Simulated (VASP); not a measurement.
# W (Im-3m) in VASP: further runs

Runs on W. Level: PBE. Tasks: single point.

Program: VASP 6.6.1. These are calculated values, not measurements. Logs are shortened: lines on timing, memory, paths and dates and some standing lists are left out, and cuts for length are marked.

### 1 The cell of the first run

It takes space group Im-3m (No. 229, cubic). The conventional cell has a = 3.274 Å, b = 3.274 Å, c = 3.274 Å, α = 90.00°, β = 90.00°, γ = 90.00°. Within 3.7 Å of W (site symmetry m-3m) lie 14 W at 2.84 to 3.27 Å.

### 2 Single point, PBE (strain +0.025 along x and y, +0.025 along z)

File INCAR:

```
SYSTEM = W
PREC = Accurate ; ENCUT = 520
EDIFF = 1E-6 ; ISMEAR = 0
SIGMA = 0.15 ; LREAL = .False.
LASPH = .True. ; NELM = 80
ALGO = Normal ; ISIF = 2
LWAVE = .False. ; LCHARG = .False.
GGA = PE ; NBANDS = 13
```

File KPOINTS:

```
Automatic mesh
0
Gamma
  20 20 20
  0 0 0
```

File POSCAR:

```
W
1.0
   -1.6372325000      1.6372325000      1.6372325000
    1.6372325000     -1.6372325000      1.6372325000
    1.6372325000      1.6372325000     -1.6372325000
W
1
Direct
    0.0000000000      0.0000000000      0.0000000000
```

Potentials or basis: VASP PAW PBE potentials, release 64 (W_sv).

Command:

```
$ cat potpaw_PBE.64/W_sv/POTCAR > POTCAR
$ mpirun -np 1 vasp_std > vasp.out
```

OUTCAR:

```text
SYSTEM = W
   PREC = Accurate
   ENCUT = 520
   EDIFF = 1E-6
   ISMEAR = 0
   LREAL = .False.
   LASPH = .True.
   NELM = 80
   ISIF = 2
   GGA = PE

 ion  position               nearest neighbor table
   1  0.000  0.000  0.000-

  LATTYP: Found a body centered cubic cell.
 ALAT       =     3.2744650000

  Lattice vectors:

 A1 = (  -1.6372325000,   1.6372325000,   1.6372325000)
 A2 = (   1.6372325000,  -1.6372325000,   1.6372325000)
 A3 = (   1.6372325000,   1.6372325000,  -1.6372325000)

Analysis of symmetry for initial positions (statically):
=====================================================================
 Subroutine PRICEL returns:
 Original cell was already a primitive cell.

 Routine SETGRP: Setting up the symmetry group for a
 body centered cubic supercell.

 Subroutine GETGRP returns: Found 48 space group operations
 (whereof 48 operations were pure point group operations)
 out of a pool of 48 trial point group operations.

The static configuration has the point symmetry O_h .

Analysis of symmetry for dynamics (positions and initial velocities):
=====================================================================
 Subroutine PRICEL returns:
 Original cell was already a primitive cell.

 Routine SETGRP: Setting up the symmetry group for a
 body centered cubic supercell.

 Subroutine GETGRP returns: Found 48 space group operations
 (whereof 48 operations were pure point group operations)
 out of a pool of 48 trial point group operations.

The dynamic configuration has the point symmetry O_h .

 Subroutine INISYM returns: Found 48 space group operations
 (whereof 48 operations are pure point group operations),
 and found     1 'primitive' translations

----------------------------------------------------------------------------------------

                                     Primitive cell

  volume of cell :      17.5546

  direct lattice vectors                    reciprocal lattice vectors
    -1.637232500  1.637232500  1.637232500     0.000000000  0.305393400  0.305393400
     1.637232500 -1.637232500  1.637232500     0.305393400  0.000000000  0.305393400
     1.637232500  1.637232500 -1.637232500     0.305393400  0.305393400  0.000000000

  length of vectors
     2.835769874  2.835769874  2.835769874     0.431891488  0.431891488  0.431891488

  position of ions in fractional coordinates (direct lattice)
     0.000000000  0.000000000  0.000000000

  ion indices of the primitive-cell ions
   primitive index   ion index
                 1           1

----------------------------------------------------------------------------------------

 KPOINTS: Automatic mesh

Automatic generation of k-mesh.
 Grid dimensions read from file:
 generate k-points for:   20   20   20

 Generating k-lattice:

  Cartesian coordinates                     Fractional coordinates (reciprocal lattice)
     0.000000000  0.015269670  0.015269670     0.050000000  0.000000000  0.000000000
     0.015269670  0.000000000  0.015269670     0.000000000  0.050000000  0.000000000
     0.015269670  0.015269670  0.000000000     0.000000000  0.000000000  0.050000000

  Length of vectors
     0.021594574  0.021594574  0.021594574

  Shift w.r.t. Gamma in fractional coordinates (k-lattice)
     0.000000000  0.000000000  0.000000000

 Subroutine IBZKPT returns following result:
 ===========================================

 Found    256 irreducible k-points:

 Following reciprocal coordinates:
            Coordinates               Weight
  0.000000  0.000000  0.000000      1.000000
  0.050000  0.000000  0.000000     12.000000
  0.100000  0.000000  0.000000     12.000000
  0.150000  0.000000  0.000000     12.000000
  0.200000  0.000000  0.000000     12.000000
  0.250000  0.000000  0.000000     12.000000
[... 16 lines left out ...]
  0.200000  0.100000  0.000000     48.000000
  0.250000  0.100000  0.000000     48.000000
 [... further k-points ...]
   k-points           NKPTS =    256   k-points in BZ     NKDIM =    256   number of bands    NBANDS=     13
   number of dos      NEDOS =    301   number of ions     NIONS =      1
   total plane-waves  NPLWV =  13824
   dimension x,y,z NGX =    24 NGY =   24 NGZ =   24
   dimension x,y,z NGXF=    48 NGYF=   48 NGZF=   48
   ions per type =               1
   NGX,Y,Z   is equivalent  to a cutoff of  14.07, 14.07, 14.07 a.u.
   NGXF,Y,Z  is equivalent  to a cutoff of  28.14, 28.14, 28.14 a.u.
 SYSTEM =  W
   PREC   = accura    normal or accurate (medium, high low for compatibility)
   ISTART =      0    job   : 0-new  1-cont  2-samecut
   ICHARG =      2    charge: 1-file 2-atom 10-const
   ISPIN  =      1    spin polarized calculation?
   LNONCOLLINEAR =      F non collinear calculations
   LSORBIT =      F    spin-orbit coupling
   LASPH  =      T    aspherical Exc in radial PAW
   ENCUT  =  520.0 eV  38.22 Ry    6.18 a.u.   5.27  5.27  5.27*2*pi/ulx,y,z
   NELM   =     80;   NELMIN=  2; NELMDL= -5     # of ELM steps
   EDIFF  = 0.1E-05   stopping-criterion for ELM
   LREAL  =      F    real-space projection
   EDIFFG = 0.1E-04   stopping-criterion for IOM
   NSW    =      0    number of steps for IOM
   IBRION =     -1    ionic relax: 0-MD 1-quasi-New 2-CG
   NFREE  =      0    steps in history (QN), initial steepest desc. (CG)
   ISIF   =      2    stress and relaxation
   ISYM   =      2    0-nonsym 1-usesym 2-fastsym
   POTIM  = 0.5000    time-step for ionic-motion
   TEBEG  =    0.0;   TEEND  =   0.0 temperature during run
   PSTRESS=    0.0 pullay stress
   NELECT =      14.0000    total number of electrons
   NUPDOWN=      -1.0000    fix difference up-down
   EMIN   =  10.00;   EMAX   =-10.00  energy-range for DOS
   EFERMI =   0.00;   METHOD = LEGACY
   ISMEAR =     0;   SIGMA  =   0.15  broadening in eV -4-tet -1-fermi 0-gaus
   EFERMI_NEDOS =   21; number of points for ismear=-14 and -15
   IALGO  =     38    algorithm
   IMIX   =      4    mixing-type and parameters
     AMIX     =   0.40;   BMIX     =  1.00
     AMIX_MAG =   1.60;   BMIX_MAG =  1.00
  volume/ion in A,a.u.               =      17.55       118.46
  Fermi-wavevector in a.u.,A,eV,Ry     =   1.518170  2.868926 31.359266  2.304841
  Thomas-Fermi vector in A             =   2.627327
   LORBIT       =      0    0 simple, 1 ext, 2 COOP (PROOUT), +10 PAW based schemes
   GGA     = PE    functional components
   LHFCALC =     F    Hartree Fock is set to
   AEXX    =    0.0000 exact exchange contribution
   IVDW    =     0    specifies the selected vdW correction
   LEPSILON=     F    determine dielectric tensor
   LRPA    =     F    only Hartree local field effects (RPA)
 non-spin polarized calculation
 Gauss-broadening in eV      SIGMA  =   0.15
  energy-cutoff  :      520.00
  volume of cell :       17.55
 maximum number of plane-waves:       490
 NGX is ok and might be reduce to    24
   NGX = 11   NGY = 11   NGZ = 11

 number of electron      14.0000000 magnetization

 Free energy of the ion-electron system (eV)
  ---------------------------------------------------
  ext. energy  EPLUGINS =         0.00000000
  ---------------------------------------------------
  free energy    TOTEN  =       -12.86173407 eV

  energy without entropy =      -12.85746235  energy(sigma->0) =      -12.85959821

 E-fermi :  10.0536     XC(G=0): -13.0725

 val. band max:       10.0001699267   @ k =   0.5000   0.5000   0.0500
 cond. band min:      10.0638415425   @ k =   0.4500   0.0500   0.0500
 fundamental gap:      0.0636716159
 Fermi energy:        10.0536414134

 k-point     1 :       0.0000    0.0000    0.0000
  band No.  band energies     occupation
      1     -64.3126      2.00000
      2     -27.9998      2.00000
      3     -27.9998      2.00000
      4     -27.9998      2.00000
      5       0.9600      2.00000
      6       8.9467      2.00000
      7       8.9467      2.00000
      8       8.9467      2.00000
      9      12.0394      0.00000
     10      12.0394      0.00000
     11      24.2962      0.00000
     12      24.2962      0.00000
     13      24.2962      0.00000

 k-point     2 :       0.0500    0.0000    0.0000
  band No.  band energies     occupation
      1     -64.3105      2.00000
      2     -28.0235      2.00000
      3     -28.0074      2.00000
      4     -27.9998      2.00000
      5       1.0676      2.00000
      6       8.8833      2.00000
      7       8.9334      2.00000
      8       9.0487      2.00000
      9      11.9399      0.00000
     10      12.0408      0.00000
     11      24.3841      0.00000
     12      24.4798      0.00000
     13      24.5391      0.00000

 k-point     3 :       0.1000    0.0000    0.0000
  band No.  band energies     occupation
      1     -64.3045      2.00000
      2     -28.0921      2.00000
      3     -28.0295      2.00000
      4     -28.0000      2.00000
      5       1.3824      2.00000
      6       8.7048      2.00000
      7       8.8779      2.00000
      8       9.3520      2.00000
      9      11.7078      0.00000
     10      12.0485      0.00000
     11      24.6074      0.00000
     12      25.0175      0.00000
     13      25.1705      0.00000
[... 305 lines left out ...]
 k-point    23 :       0.2000    0.1000    0.0000
  band No.  band energies     occupation
      1     -64.2664      2.00000
      2     -28.4975      2.00000
      3     -28.1548      2.00000
      4     -28.0318      2.00000
      5       3.4572      2.00000
      6       7.8171      2.00000
      7       8.1062      2.00000
      8      11.2158      0.00000
      9      11.7897      0.00000
     10      12.4337      0.00000
     11      24.3199      0.00000
     12      25.3491      0.00000
     13      27.6984      0.00000

 k-point    24 :       0.2500    0.1000    0.0000
  band No.  band energies     occupation
      1     -64.2540      2.00000
      2     -28.6198      2.00000
      3     -28.2084      2.00000
      4     -28.0335      2.00000
      5       4.0677      2.00000
      6       7.5310      2.00000
      7       8.0921      2.00000
      8      11.3836      0.00000
      9      12.5303      0.00000
     10      12.7753      0.00000
     11      23.1394      0.00000
     12      24.3253      0.00000
     13      28.4117      0.00000

 [... further k-points ...]

------------------------ aborting loop because EDIFF is reached ----------------------------------------

  FORCE on cell =-STRESS in cart. coord.  units (eV):
  Direction    XX          YY          ZZ          XY          YZ          ZX
  --------------------------------------------------------------------------------------
  -------------------------------------------------------------------------------------
  Total       -2.3239820     -2.3239820     -2.3239820     -0.0000000     -0.0000000      0.0000000
  in kB     -212.1056699   -212.1056699   -212.1056699     -0.0000000     -0.0000000      0.0000000
  external PRESSURE =    -212.1056699 kB  Pullay stress =       0.0000000 kB

 VOLUME and BASIS-vectors are now :
 -----------------------------------------------------------------------------
  energy-cutoff  :      520.00
  volume of cell :       17.55
      direct lattice vectors                 reciprocal lattice vectors
    -1.637232500  1.637232500  1.637232500     0.000000000  0.305393400  0.305393400
     1.637232500 -1.637232500  1.637232500     0.305393400  0.000000000  0.305393400
     1.637232500  1.637232500 -1.637232500     0.305393400  0.305393400  0.000000000

 POSITION                                       TOTAL-FORCE (eV/Angst)
 -----------------------------------------------------------------------------------
      0.00000      0.00000      0.00000        -0.000000     -0.000000      0.000000
 -----------------------------------------------------------------------------------
    total drift:                                0.000000      0.000000     -0.000000

  FREE ENERGIE OF THE ION-ELECTRON SYSTEM (eV)
  ---------------------------------------------------
  free  energy   TOTEN  =       -12.8617340689 eV

  energy  without entropy=      -12.8574623529  energy(sigma->0) =      -12.85959821
```

Run time: 52 s. Hardware: 1 thread of Intel Xeon 8259CL, shared host; peak memory 0.18 GiB.

What came out:

| Property | Result |
| --- | --- |
| Free energy | -12.8617 eV |
| Pressure | -21.2 GPa |
| Band gap on the k mesh | zero (bands 7 and 8 overlap by 5.53 eV) |

Levels at points of the mesh, in eV from the Fermi level:
```tsv
k point	band 4	band 5	band 6	band 7	band 8	band 9	band 10	band 11
(0.00, 0.00, 0.00)	-38.05	-9.09	-1.11	-1.11	-1.11	1.99	1.99	14.24
(0.50, 0.00, 0.00)	-38.06	-5.67	-3.14	0.36	1.83	2.69	5.25	9.48
(0.50, 0.50, 0.50)	-38.70	-5.09	-5.09	4.43	4.43	4.43	7.45	7.45
```

Caveat: the cell differs from its parent crystal (strain +0.025 along x and y, +0.025 along z); the cell stands under tension; spin-orbit coupling is left out, which moves the levels of the heavy elements.

### 3 Single point, PBE (strain +0.050 along x and y, +0.050 along z)

File INCAR:

```
SYSTEM = W
PREC = Accurate ; ENCUT = 520
EDIFF = 1E-6 ; ISMEAR = 0
SIGMA = 0.15 ; LREAL = .FALSE.
LASPH = .TRUE. ; NELM = 100
ALGO = Fast ; ISIF = 2
LWAVE = .FALSE. ; LCHARG = .FALSE.
GGA = PE ; NBANDS = 13
```

File KPOINTS:

```
regular mesh
0
G
  20 20 20
  0 0 0
```

File POSCAR:

```
W
1.0
   -1.6771650000      1.6771650000      1.6771650000
    1.6771650000     -1.6771650000      1.6771650000
    1.6771650000      1.6771650000     -1.6771650000
W
1
Direct
    0.0000000000      0.0000000000      0.0000000000
```

Potentials or basis: VASP PAW PBE potentials, release 64 (W_sv).

Command:

```
$ cat potpaw_PBE.64/W_sv/POTCAR > POTCAR
$ mpirun -np 1 vasp_std > vasp.out
```

Run time: 69 s. Hardware: 1 thread of Intel Xeon 8259CL, shared host; peak memory 0.19 GiB.

It converged, with:

| Quantity | Value |
| --- | --- |
| Free energy | -12.6322 eV |
| Pressure | -33.8 GPa |
| Band gap on the k mesh | zero (bands 7 and 8 overlap by 4.99 eV) |

Levels at points of the mesh, in eV from the Fermi level:
```csv
k point,band 3,band 4,band 5,band 6,band 7,band 8,band 9,band 10,band 11,band 12
"(0.00, 0.00, 0.00)",-38.22,-38.22,-8.66,-1.00,-1.00,-1.00,1.83,1.83,14.07,14.07
"(0.50, 0.00, 0.00)",-38.45,-38.22,-5.24,-2.83,0.24,1.65,2.43,4.71,8.50,11.00
"(0.50, 0.50, 0.50)",-38.73,-38.73,-4.59,-4.59,3.99,3.99,3.99,6.99,6.99,6.99
```

Caveat: the cell differs from its parent crystal (strain +0.050 along x and y, +0.050 along z); the cell stands under tension; spin-orbit coupling is left out, which moves the levels of the heavy elements.
